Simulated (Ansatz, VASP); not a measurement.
Two plane-wave programs on Hg

Contents of INCAR:

```
SYSTEM = Hg
ALGO = Fast ; EDIFF = 1E-7
ENCUT = 520 ; GGA = PS
ISIF = 2 ; ISMEAR = 0
LASPH = .True. ; LCHARG = .True.
LELF = .True. ; LREAL = .False.
LVHAR = .True. ; LWAVE = .False.
NBANDS = 12 ; NELM = 100
PREC = Accurate ; SIGMA = 0.05
```

The input KPOINTS:

```
k-points
0
Gamma
  10 10 4
  0 0 0
```

The input POSCAR:

```
Hg
1.0
    3.0637466888      0.0005966067     -0.0000002260
    1.5309294589      2.6570946376      0.0000030220
    0.0082737613      1.6952117226      9.0454040493
Hg
1
Direct
    0.5000000000      0.0000000000      0.0000000000
```

Input for Ansatz:

```yaml
crystal:
  lattice:
    - [3.0637466888, 0.0005966067, -2.26e-07]
    - [1.5309294589, 2.6570946376, 3.022e-06]
    - [0.0082737613, 1.6952117226, 9.0454040493]
  atoms:
    - { symbol: Hg, position: [0.5, 0.0, 0.0] }
basis:
  ecutwfc: 420
kpoints:
  mp_grid: { grid: [10, 10, 4] }
hamiltonian:
  xc: pbesol
scf:
  occupations: { method: gaussian, width: 0.05 }
output:
  forces: true
  stress: true
  eigenvalues: true
```

Change from the starting cell: strain -0.050 along x and y, +0.050 along z, atoms carried along.

Alike in both runs: task single point; functional PBEsol; k mesh 10 × 10 × 4; occupations gaussian, width 0.05 eV; no spin polarisation.

|  | VASP | Ansatz |
| --- | --- | --- |
| version | VASP 6.6.1 | Ansatz 0.2.0 |
| potentials or method | VASP PAW PBE potentials, release 64 (Hg), cutoff 520 eV | scalar-relativistic, plane waves, PAW |
| valence electrons in the cell | 12 | 20 |

```csv
,VASP,Ansatz,Ansatz less VASP
gap on the k mesh at the Fermi level (eV),none,none,-
pressure (GPa),0.6,0.5,-0.12
"traceless stress, the component that is largest in VASP (GPa)",-0.61,-0.46,+0.153
```

VASP's potentials were made for PBE, not for PBEsol. A gap of «none» marks a metal or a gap that the smearing closes. VASP's potentials hold 12 valence electrons a cell and Ansatz's 20, so a difference there can come from the potentials and not from the codes.

Neither program's run includes spin-orbit coupling.
